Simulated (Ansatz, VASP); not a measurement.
## SiO2: VASP beside Ansatz

```
CELL_PARAMETERS angstrom
-4.94229 4.94229 4.94229
4.94229 -4.94229 4.94229
4.94229 4.94229 -4.94229
ATOMIC_POSITIONS crystal
Si 0.31370 0.31370 0.31370
Si 0.00000 0.31370 0.00000
Si 0.00000 0.00000 0.31370
Si 0.31370 0.00000 0.00000
Si 0.00000 0.00000 0.68630
Si 0.68630 0.00000 0.00000
Si 0.00000 0.68630 0.00000
Si 0.68630 0.68630 0.68630
O 0.50000 0.50000 0.50000
O 0.00000 0.50000 0.00000
O 0.00000 0.00000 0.50000
O 0.50000 0.00000 0.00000
O 0.18891 0.18891 0.37781
O 0.18891 0.37781 0.18891
O 0.81109 0.00000 0.18891
O 0.00000 0.81109 0.18891
O 0.37781 0.18891 0.18891
O 0.18891 0.81109 0.00000
O 0.81109 0.18891 0.00000
O 0.18891 0.00000 0.81109
O 0.62219 0.81109 0.81109
O 0.81109 0.62219 0.81109
O 0.00000 0.18891 0.81109
O 0.81109 0.81109 0.62219
```

Alike in both runs: functional r2SCAN; k mesh 4 × 4 × 4; occupations gaussian, width 0.02 eV; no spin polarisation.

Ansatz relaxed the structure, and its values are those at the end. VASP's run is a single point on that final structure, the one shown.

```csv
,VASP,Ansatz
version,VASP 6.6.1,Ansatz 0.2.0
potentials or method,"VASP PAW PBE potentials, release 64 (Si, O), cutoff 520 eV","scalar-relativistic, plane waves, PAW"
valence electrons in the cell,128,128
```

Ansatz gave:

* gap on the k mesh at the Fermi level (eV): 6.27
* least direct gap on the mesh (eV): 6.27
* pressure (GPa): 0.0
* rms of the force components (eV/Å): 0.002

What did VASP give for the same quantities?

gap on the k mesh at the Fermi level (eV): 6.26; least direct gap on the mesh (eV): 6.26; pressure (GPa): 0.1; rms of the force components (eV/Å): 0.027.

VASP's potentials were made for PBE, not for r2SCAN. With one functional, cell and mesh, what is left measures potentials, basis and numerics.
